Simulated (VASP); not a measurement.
# Ir (P6/mmm) in VASP: further runs

The runs below take Ir through single point, relaxation of cell and atoms, with PBEsol.

All numbers are computed with VASP 6.6.1; they aren't measurements. Logs are shortened: lines on timing, memory, paths and dates and some standing lists are left out, and cuts for length are marked.

**1. The cell of the first run**

It takes space group P6/mmm (No. 191, hexagonal). The conventional cell has a = 4.334 Å, b = 4.334 Å, c = 2.670 Å, α = 90.00°, β = 90.00°, γ = 120.00°. Within 3.3 Å of Ir (site symmetry -6m2) lie 11 Ir at 2.50 to 2.84 Å. Within 3.5 Å of Ir (site symmetry 6/mmm) lie 14 Ir at 2.67 to 2.84 Å.

This isn't the form of Ir at room conditions, which is fcc.

**2. Single point, PBEsol**

File INCAR:

```
SYSTEM = Ir
PREC = Accurate
ENCUT = 520
EDIFF = 1E-7
ISMEAR = 0
SIGMA = 0.1
LREAL = .FALSE.
LASPH = .TRUE.
NELM = 100
ALGO = Fast
ISIF = 2
LWAVE = .FALSE.
LCHARG = .TRUE.
GGA = PS
LELF = .TRUE.
LVHAR = .TRUE.
NBANDS = 36
```

File KPOINTS:

```
regular mesh
0
G
  12 12 6
  0 0 0
```

File POSCAR:

```
Ir
1.0
    4.3342138619      0.0000000000      0.0000000000
   -2.1671069309     -3.7535393098      0.0000000000
    0.0000000000      0.0000000000     -5.3407838000
Ir
6
Direct
    0.3333333333      0.6666666667      0.2500000000
    0.3333333333      0.6666666667      0.7500000000
    0.6666666667      0.3333333333      0.2500000000
    0.6666666667      0.3333333333      0.7500000000
    0.0000000000      0.0000000000      0.5000000000
    0.0000000000      0.0000000000      0.0000000000
```

Potentials or basis: VASP PAW PBE potentials, release 64 (Ir).

On the command line:

```bash
cat potpaw_PBE.64/Ir/POTCAR > POTCAR
mpirun -np 1 vasp_std > vasp.out
```

OUTCAR:

```text
SYSTEM = Ir
   PREC = Accurate
   ENCUT = 520
   EDIFF = 1E-7
   ISMEAR = 0
   LREAL = .FALSE.
   LASPH = .TRUE.
   NELM = 100
   ISIF = 2
   GGA = PS

 ion  position               nearest neighbor table
   1  0.333  0.667  0.250-   3 2.50   3 2.50   3 2.50   2 2.67   2 2.67   5 2.84   6 2.84   6 2.84
                             5 2.84   6 2.84   5 2.84
   2  0.333  0.667  0.750-   4 2.50   4 2.50   4 2.50   1 2.67   1 2.67   5 2.84   6 2.84   6 2.84
                             5 2.84   6 2.84   5 2.84
   3  0.667  0.333  0.250-   1 2.50   1 2.50   1 2.50   4 2.67   4 2.67   5 2.84   6 2.84   5 2.84
                             6 2.84   5 2.84   6 2.84
   4  0.667  0.333  0.750-   2 2.50   2 2.50   2 2.50   3 2.67   3 2.67   5 2.84   6 2.84   5 2.84
                             6 2.84   5 2.84   6 2.84
   5  0.000  0.000  0.500-   6 2.67   6 2.67   3 2.84   4 2.84   1 2.84   2 2.84   1 2.84   2 2.84
                             3 2.84   4 2.84   3 2.84   4 2.84   1 2.84   2 2.84
   6  0.000  0.000  0.000-   5 2.67   5 2.67   3 2.84   4 2.84   1 2.84   2 2.84   1 2.84   2 2.84
                             3 2.84   4 2.84   3 2.84   4 2.84   1 2.84   2 2.84

  LATTYP: Found a hexagonal cell.
 ALAT       =     4.3342138619
 C/A-ratio  =     1.2322381798

  Lattice vectors:

 A1 = (   4.3342138619,   0.0000000000,   0.0000000000)
 A2 = (  -2.1671069309,  -3.7535393098,   0.0000000000)
 A3 = (   0.0000000000,   0.0000000000,  -5.3407838000)

Analysis of symmetry for initial positions (statically):
=====================================================================
 Subroutine PRICEL returns following result:

  LATTYP: Found a hexagonal cell.
 ALAT       =     4.3342138619
 C/A-ratio  =     0.6161190899

  Lattice vectors:

 A1 = (   4.3342138619,   0.0000000000,   0.0000000000)
 A2 = (  -2.1671069309,  -3.7535393098,   0.0000000000)
 A3 = (   0.0000000000,   0.0000000000,  -2.6703919000)

   2 primitive cells build up your supercell.

 Routine SETGRP: Setting up the symmetry group for a
 hexagonal supercell.

 Subroutine GETGRP returns: Found 24 space group operations
 (whereof 24 operations were pure point group operations)
 out of a pool of 24 trial point group operations.

The static configuration has the point symmetry D_6h.

Analysis of symmetry for dynamics (positions and initial velocities):
=====================================================================
 Subroutine PRICEL returns following result:

  LATTYP: Found a hexagonal cell.
 ALAT       =     4.3342138619
 C/A-ratio  =     0.6161190899

  Lattice vectors:

 A1 = (   4.3342138619,   0.0000000000,   0.0000000000)
 A2 = (  -2.1671069309,  -3.7535393098,   0.0000000000)
 A3 = (   0.0000000000,   0.0000000000,  -2.6703919000)

   2 primitive cells build up your supercell.

 Routine SETGRP: Setting up the symmetry group for a
 hexagonal supercell.

 Subroutine GETGRP returns: Found 24 space group operations
 (whereof 24 operations were pure point group operations)
 out of a pool of 24 trial point group operations.

The dynamic configuration has the point symmetry D_6h.

 Subroutine INISYM returns: Found 24 space group operations
 (whereof 24 operations are pure point group operations),
 and found     2 'primitive' translations

----------------------------------------------------------------------------------------

                                     Primitive cell

  volume of cell :      43.4437

  direct lattice vectors                    reciprocal lattice vectors
     4.334213862  0.000000000  0.000000000     0.230722348 -0.133207610  0.000000000
    -2.167106931 -3.753539310  0.000000000     0.000000000 -0.266415220  0.000000000
     0.000000000  0.000000000 -2.670391900     0.000000000  0.000000000 -0.374476870

  length of vectors
     4.334213862  4.334213862  2.670391900     0.266415220  0.266415220  0.374476870

  position of ions in fractional coordinates (direct lattice)
     0.333333333  0.666666667  0.500000000
     0.666666667  0.333333333  0.500000000
     0.000000000  0.000000000  0.000000000

  ion indices of the primitive-cell ions
   primitive index   ion index
                 1           1
                 2           3
                 3           5

----------------------------------------------------------------------------------------

 KPOINTS: regular mesh

Automatic generation of k-mesh.
 Grid dimensions read from file:
 generate k-points for:   12   12    6

 Generating k-lattice:

  Cartesian coordinates                     Fractional coordinates (reciprocal lattice)
     0.019226862 -0.011100634  0.000000000     0.083333333  0.000000000  0.000000000
     0.000000000 -0.022201268  0.000000000     0.000000000  0.083333333  0.000000000
     0.000000000  0.000000000 -0.031206406     0.000000000  0.000000000  0.166666667

  Length of vectors
     0.022201268  0.022201268  0.031206406

  Shift w.r.t. Gamma in fractional coordinates (k-lattice)
     0.000000000  0.000000000  0.000000000

 Subroutine IBZKPT returns following result:
 ===========================================

 Found     76 irreducible k-points:

 Following reciprocal coordinates:
            Coordinates               Weight
  0.000000  0.000000  0.000000      1.000000
  0.083333  0.000000  0.000000      6.000000
  0.166667  0.000000  0.000000      6.000000
  0.250000  0.000000  0.000000      6.000000
  0.333333  0.000000  0.000000      6.000000
  0.416667  0.000000  0.000000      6.000000
[... 16 lines left out ...]
  0.250000  0.000000  0.166667     12.000000
  0.333333  0.000000  0.166667     12.000000
 [... further k-points ...]
   k-points           NKPTS =     76   k-points in BZ     NKDIM =     76   number of bands    NBANDS=     36
   number of dos      NEDOS =    301   number of ions     NIONS =      6
   total plane-waves  NPLWV =  40960
   dimension x,y,z NGX =    32 NGY =   32 NGZ =   40
   dimension x,y,z NGXF=    64 NGYF=   64 NGZF=   80
   ions per type =               6
   NGX,Y,Z   is equivalent  to a cutoff of  12.27, 12.27, 12.45 a.u.
   NGXF,Y,Z  is equivalent  to a cutoff of  24.55, 24.55, 24.90 a.u.
 SYSTEM =  Ir
   PREC   = accura    normal or accurate (medium, high low for compatibility)
   ISTART =      0    job   : 0-new  1-cont  2-samecut
   ICHARG =      2    charge: 1-file 2-atom 10-const
   ISPIN  =      1    spin polarized calculation?
   LNONCOLLINEAR =      F non collinear calculations
   LSORBIT =      F    spin-orbit coupling
   LASPH  =      T    aspherical Exc in radial PAW
   ENCUT  =  520.0 eV  38.22 Ry    6.18 a.u.   8.06  8.06  9.93*2*pi/ulx,y,z
   NELM   =    100;   NELMIN=  2; NELMDL= -5     # of ELM steps
   EDIFF  = 0.1E-06   stopping-criterion for ELM
   LREAL  =      F    real-space projection
   EDIFFG = 0.1E-05   stopping-criterion for IOM
   NSW    =      0    number of steps for IOM
   IBRION =     -1    ionic relax: 0-MD 1-quasi-New 2-CG
   NFREE  =      0    steps in history (QN), initial steepest desc. (CG)
   ISIF   =      2    stress and relaxation
   ISYM   =      2    0-nonsym 1-usesym 2-fastsym
   POTIM  = 0.5000    time-step for ionic-motion
   TEBEG  =    0.0;   TEEND  =   0.0 temperature during run
   PSTRESS=    0.0 pullay stress
   NELECT =      54.0000    total number of electrons
   NUPDOWN=      -1.0000    fix difference up-down
   EMIN   =  10.00;   EMAX   =-10.00  energy-range for DOS
   EFERMI =   0.00;   METHOD = LEGACY
   ISMEAR =     0;   SIGMA  =   0.10  broadening in eV -4-tet -1-fermi 0-gaus
   EFERMI_NEDOS =   21; number of points for ismear=-14 and -15
   IALGO  =     68    algorithm
   IMIX   =      4    mixing-type and parameters
     AMIX     =   0.40;   BMIX     =  1.00
     AMIX_MAG =   1.60;   BMIX_MAG =  1.00
  volume/ion in A,a.u.               =      14.48        97.72
  Fermi-wavevector in a.u.,A,eV,Ry     =   1.397078  2.640095 26.556217  1.951827
  Thomas-Fermi vector in A             =   2.520370
   LORBIT       =      0    0 simple, 1 ext, 2 COOP (PROOUT), +10 PAW based schemes
   GGA     = PS    functional components
   LHFCALC =     F    Hartree Fock is set to
   AEXX    =    0.0000 exact exchange contribution
   IVDW    =     0    specifies the selected vdW correction
   LEPSILON=     F    determine dielectric tensor
   LRPA    =     F    only Hartree local field effects (RPA)
 non-spin polarized calculation
 RMM-DIIS sequential band-by-band and
 Gauss-broadening in eV      SIGMA  =   0.10
  energy-cutoff  :      520.00
  volume of cell :       86.89
 maximum number of plane-waves:      2360
   NGX = 17   NGY = 17   NGZ = 19

 number of electron      54.0000004 magnetization

 Free energy of the ion-electron system (eV)
  ---------------------------------------------------
  ext. energy  EPLUGINS =         0.00000000
  ---------------------------------------------------
  free energy    TOTEN  =       -56.79292067 eV

  energy without entropy =      -56.74377871  energy(sigma->0) =      -56.76834969

 E-fermi :   9.8296     XC(G=0): -13.9471

 val. band max:        9.8289605038   @ k =   0.3333   0.0833   0.5000
 cond. band min:       9.8303284637   @ k =   0.4167   0.0000   0.5000
 fundamental gap:      0.0013679599
 Fermi energy:         9.8295676778

 k-point     1 :       0.0000    0.0000    0.0000
  band No.  band energies     occupation
      1      -1.0888      2.00000
      2       2.6452      2.00000
      3       2.8220      2.00000
      4       2.8220      2.00000
      5       2.9264      2.00000
      6       3.3151      2.00000
[... 28 lines left out ...]
     35      17.2435      0.00000
     36      17.9789      0.00000

 k-point     2 :       0.0833    0.0000    0.0000
  band No.  band energies     occupation
      1      -0.9798      2.00000
      2       2.6324      2.00000
      3       2.6789      2.00000
      4       2.8566      2.00000
      5       2.8861      2.00000
      6       3.3387      2.00000
[... 28 lines left out ...]
     35      16.7806      0.00000
     36      16.9534      0.00000

 k-point     3 :       0.1667    0.0000    0.0000
  band No.  band energies     occupation
      1      -0.6602      2.00000
      2       2.3656      2.00000
      3       2.7517      2.00000
      4       2.9564      2.00000
      5       3.0331      2.00000
      6       3.4026      2.00000
[... 28 lines left out ...]
     35      15.5577      0.00000
     36      16.6580      0.00000

 k-point     4 :       0.2500    0.0000    0.0000
  band No.  band energies     occupation
      1      -0.1535      2.00000
      2       2.2748      2.00000
      3       2.6901      2.00000
      4       3.0848      2.00000
      5       3.1076      2.00000
      6       3.3902      2.00000
[... 28 lines left out ...]
     35      14.2046      0.00000
     36      17.0288      0.00000

 k-point     5 :       0.3333    0.0000    0.0000
  band No.  band energies     occupation
      1       0.4981      2.00000
      2       2.3483      2.00000
      3       2.3555      2.00000
      4       2.9341      2.00000
      5       3.2312      2.00000
      6       3.2824      2.00000
[... 655 lines left out ...]
 k-point    22 :       0.1667    0.0000    0.1667
  band No.  band energies     occupation
      1      -0.4623      2.00000
      2       2.2315      2.00000
      3       2.9915      2.00000
      4       3.0764      2.00000
      5       3.1665      2.00000
      6       3.5204      2.00000
[... 28 lines left out ...]
     35      15.8065      0.00000
     36      16.5570      0.00000

 k-point    23 :       0.2500    0.0000    0.1667
  band No.  band energies     occupation
      1       0.0382      2.00000
      2       2.2049      2.00000
      3       2.8899      2.00000
      4       3.2049      2.00000
      5       3.2188      2.00000
      6       3.5001      2.00000
[... 28 lines left out ...]
     35      14.5085      0.00000
     36      16.0038      0.00000

 k-point    24 :       0.3333    0.0000    0.1667
  band No.  band energies     occupation
      1       0.6836      2.00000
      2       2.3249      2.00000
      3       2.5030      2.00000
      4       3.0364      2.00000
      5       3.3852      2.00000
      6       3.4446      2.00000
[... 28 lines left out ...]
     35      13.5750      0.00000
     36      16.2216      0.00000

 [... further k-points ...]

------------------------ aborting loop because EDIFF is reached ----------------------------------------

  FORCE on cell =-STRESS in cart. coord.  units (eV):
  Direction    XX          YY          ZZ          XY          YZ          ZX
  --------------------------------------------------------------------------------------
  -------------------------------------------------------------------------------------
  Total        0.4895300      0.4895300      0.3678124     -0.0000000      0.0000000      0.0000000
  in kB        9.0267956      9.0267956      6.7823568     -0.0000000      0.0000000      0.0000000
  external PRESSURE =       8.2786493 kB  Pullay stress =       0.0000000 kB

 VOLUME and BASIS-vectors are now :
 -----------------------------------------------------------------------------
  energy-cutoff  :      520.00
  volume of cell :       86.89
      direct lattice vectors                 reciprocal lattice vectors
     4.334213862  0.000000000  0.000000000     0.230722348 -0.133207610  0.000000000
    -2.167106931 -3.753539310  0.000000000     0.000000000 -0.266415220  0.000000000
     0.000000000  0.000000000 -5.340783800     0.000000000  0.000000000 -0.187238435

 POSITION                                       TOTAL-FORCE (eV/Angst)
 -----------------------------------------------------------------------------------
     -0.00000     -2.50236     -1.33520         0.000000      0.000000      0.000000
     -0.00000     -2.50236     -4.00559        -0.000000     -0.000000      0.000000
      2.16711     -1.25118     -1.33520        -0.000000      0.000000     -0.000000
      2.16711     -1.25118     -4.00559         0.000000     -0.000000     -0.000000
      0.00000      0.00000     -2.67039        -0.000000      0.000000     -0.000000
      0.00000      0.00000      0.00000        -0.000000      0.000000     -0.000000
 -----------------------------------------------------------------------------------
    total drift:                               -0.000000     -0.000000     -0.000000

  FREE ENERGIE OF THE ION-ELECTRON SYSTEM (eV)
  ---------------------------------------------------
  free  energy   TOTEN  =       -56.7929206737 eV

  energy  without entropy=      -56.7437787133  energy(sigma->0) =      -56.76834969
```

Wall time 2.1 min (1 thread of Intel Xeon Platinum 8559C (Emerald Rapids), shared host); peak memory 0.31 GiB.

What came out:

```yaml
Free_energy: -56.7929 eV
Pressure: 0.8 GPa
Band_gap_on_the_k_mesh: zero (bands 27 and 28 overlap by 1.41 eV)
```

Stress tensor (GPa, compression positive):
```
0.90 0.00 0.00
0.00 0.90 0.00
0.00 0.00 0.68
```

Levels at points of the mesh, in eV from the Fermi level:
```tsv
k point	band 24	band 25	band 26	band 27	band 28	band 29	band 30	band 31
(0.00, 0.00, 0.00)	-2.00	0.06	0.06	0.66	0.66	1.22	1.22	2.21
(0.50, 0.00, 0.00)	-0.50	-0.30	0.26	0.27	0.34	0.35	0.39	0.73
(0.00, 0.00, 0.50)	-2.04	-0.75	-0.75	-0.75	-0.75	0.64	0.64	0.64
(0.50, 0.00, 0.50)	-1.14	-1.11	-1.11	-0.54	-0.54	-0.01	-0.01	1.12
```

Caveat: the PAW data sets were made with another functional, which shifts forces and pressure a little; spin-orbit coupling is left out, which moves the levels of the heavy elements.

**3. Relaxation of cell and atoms, PBEsol**

This run uses another cell than the first one: it holds 3 atoms, not 6.

File INCAR:

```
SYSTEM = Ir
PREC = Accurate
ENCUT = 600
EDIFF = 1E-6
ISMEAR = 0
SIGMA = 0.1
LREAL = .FALSE.
LASPH = .TRUE.
NELM = 100
ALGO = Fast
ISIF = 3
LWAVE = .FALSE.
LCHARG = .FALSE.
GGA = PS
IBRION = 2
NSW = 80
EDIFFG = -0.01
```

File KPOINTS:

```
regular mesh
0
G
  12 12 16
  0 0 0
```

File POSCAR:

```
Ir
1.0
    4.3344554766      0.0000000000      0.0000000000
   -2.1672277383      3.7537485543      0.0000000000
    0.0000000000      0.0000000000      2.6708390405
Ir
3
Direct
    0.6666666667      0.3333333333      0.5000000000
    0.3333333333      0.6666666667      0.5000000000
    0.0000000000      0.0000000000      0.0000000000
```

Potentials or basis: VASP PAW PBE potentials, release 64 (Ir).

On the command line:

```bash
cat potpaw_PBE.64/Ir/POTCAR > POTCAR
mpirun -np 1 vasp_std > vasp.out
```

Wall time 4.4 min (1 thread of Intel Xeon Platinum 8559C (Emerald Rapids), shared host); peak memory 0.28 GiB.

The run converged. Its results:

* Free energy: -28.3966 eV
* Relaxed volume: 14.51 Å³/atom
* Relaxed cell: a = 4.340 Å, b = 4.340 Å, c = 2.669 Å, α = 90.00°, β = 90.00°, γ = 120.00°
* Space group after relaxing (to 0.1 Å): P6/mmm (No. 191)
* Energy gained by relaxing: 0.1 meV/atom
* Ionic steps: 5
* Pressure after relaxing: 0.0 GPa
* Band gap on the k mesh: zero (an odd number of electrons rules out a gap without spin polarisation)

The path:
```csv
step,energy change (eV),largest force (eV/Å),pressure (GPa),volume (Å³)
1,0.0000,0.0000,0.78,43.46
2,0.0032,0.0000,-2.93,43.90
3,-0.0003,0.0000,-0.11,43.56
4,-0.0003,0.0000,0.14,43.53
5,-0.0004,0.0000,0.02,43.54
```

Final structure:
```xyz
3
Lattice="4.3401 0.0000 0.0000 -2.1701 3.7586 0.0000 0.0000 0.0000 2.6694" Properties=species:S:1:pos:R:3 pbc="T T T"
Ir    2.1701    1.2529    1.3347
Ir    0.0000    2.5058    1.3347
Ir   -2.1701    3.7586    0.0000
```

Levels at points of the mesh, in eV from the Fermi level:
```
           k point  band 10  band 11  band 12  band 13  band 14  band 15  band 16  band 17
(0.00, 0.00, 0.00)    -3.08    -2.04    -2.04    -2.00    -2.00     1.20     1.20     6.06
(0.50, 0.00, 0.00)    -1.78    -1.77    -0.56    -0.32     0.24     0.25     0.34     0.37
(0.00, 0.00, 0.50)    -2.95     0.05     0.05     0.64     0.64     2.19     2.87     3.29
(0.50, 0.00, 0.50)    -2.10    -1.74    -0.51     0.32     0.69     1.70     2.01     3.46
```

Caveat: the PAW data sets were made with another functional, which shifts forces and pressure a little; spin-orbit coupling is left out, which moves the levels of the heavy elements.
